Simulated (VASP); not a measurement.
The system is GdO.

```
CELL_PARAMETERS angstrom
0.00000 2.71788 2.71788
2.71788 0.00000 2.71788
2.71788 2.71788 0.00000
ATOMIC_POSITIONS crystal
Gd 0.00000 0.00000 0.00000
O 0.75000 0.75000 0.75000
```

Base run:

* Program: VASP 6.6.1
* Functional: r2SCAN
* Potentials or basis: VASP PAW PBE potentials, release 64 (Gd, O)
* Cutoff: 520 eV
* k mesh: 9 × 9 × 9
* Occupations: fermi-dirac, width 0.05 eV
* Spin: collinear spin, ferromagnetic start
* Starting moments: [7.0, 0.0] μB

Its results: pressure -4.4 GPa; net moment 7.94 μB per cell; site moments Gd +6.98; O +0.03 μB.

Task: The run is repeated on the same cell with these changes: functional from r2SCAN to LDA. What comes out?

Result: Pressure -8.9 GPa; net moment 6.86 μB per cell; site moments Gd +6.64; O -0.05 μB.

Caveats: the cell stands under tension; the PAW data sets were made with another functional, which shifts forces and pressure a little; a cell with one magnetic atom can't hold antiferromagnetic order, which such compounds often take.
